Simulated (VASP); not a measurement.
SnS, 8 atoms in the cell. Symmetry: Pnma, No. 62, orthorhombic system. Conventional cell: a = 11.200 Å, b = 3.987 Å, c = 4.334 Å, α = 90.00°, β = 90.00°, γ = 90.00°. Within 3.5 Å of Sn (site symmetry m) lie 6 S at 2.63 to 3.39 Å and 2 Sn at 3.49 Å. Within 3.5 Å of S (site symmetry m) lie 6 Sn at 2.63 to 3.39 Å. 

* Program: VASP 6.6.1
* Task: single point
* Functional: PBE
* Potentials or basis: VASP PAW PBE potentials, release 64 (Sn_d, S)
* Cutoff: 500 eV
* k mesh: 2 × 4 × 4
* Occupations: gaussian, width 0.01 eV
* Spin: no spin polarisation
* Dipole correction: no
* Further INCAR settings: ALGO = Normal; EDIFF = 1e-06; NBANDS = 50

Potentials or basis: VASP PAW PBE potentials, release 64 (Sn_d, S).

Run with:

```bash
$ cat potpaw_PBE.64/Sn_d/POTCAR potpaw_PBE.64/S/POTCAR > POTCAR
$ mpirun -np 1 vasp_std > vasp.out
```

Hardware: 1 thread of Oxide Virtual Turin-like Processor, with other jobs on the host.

Task: Estimate the wall time of this run.

Result: Run time: 2.5 min on 1 thread of Oxide Virtual Turin-like Processor (shared host), peak memory 0.29 GiB. Counts: scf iterations 14, k points 18.
